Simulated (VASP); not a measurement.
## Sb: single point with BLYP+D3(BJ)

Sb:

```
Sb
1.0
    -1.56116    1.56116    2.80503
     1.56116   -1.56116    2.80503
     1.56116    1.56116   -2.80503
Sb
1
Cartesian
  0.0000 0.0000 0.0000
```

| Item | Value |
| --- | --- |
| Program | VASP 6.6.1 |
| Task | single point |
| Functional | BLYP |
| Dispersion | D3(BJ) |
| Potentials or basis | VASP PAW PBE potentials, release 64 (Sb) |
| Cutoff | 520 eV |
| k mesh | 12 × 12 × 12 |
| Occupations | fermi-dirac, width 0.05 eV |
| Spin | no spin polarisation |
| Dipole correction | no |
| Further INCAR settings | ALGO = Normal; EDIFF = 1e-06; NBANDS = 8 |

* Pressure: 0.2 GPa
* Band gap on the k mesh: zero (an odd number of electrons rules out a gap without spin polarisation)
* Dispersion energy per atom: -1.220 eV

Stress tensor (GPa, compression positive):
```
0.29 0.00 0.00
0.00 0.29 0.00
0.00 0.00 0.13
```

Levels at points of the mesh, in eV from the Fermi level:
```
           k point  band 1  band 2  band 3  band 4  band 5  band 6  band 7  band 8
(0.00, 0.00, 0.00)  -12.89    3.88    5.23    5.23    9.32    9.79   11.07   11.07
(0.50, 0.00, 0.00)   -9.20   -5.65    1.23    5.52    5.87   10.60   11.09   11.19
(0.50, 0.50, 0.00)   -6.62   -4.22   -1.36    0.65    3.68    4.64   15.05   15.14
(0.50, 0.50, 0.50)   -9.74   -5.61    2.40    2.40    6.35    6.82   17.99   17.99
```

Wall time 59 s on 1 thread of Intel Xeon 8259CL, on a shared host, peak memory 0.19 GiB.

Caveat: the dispersion term is far too large for a dense solid, which distorts pressure and volume; the PAW data sets were made with another functional, which shifts forces and pressure a little; spin-orbit coupling is left out, which moves the levels of the heavy elements.
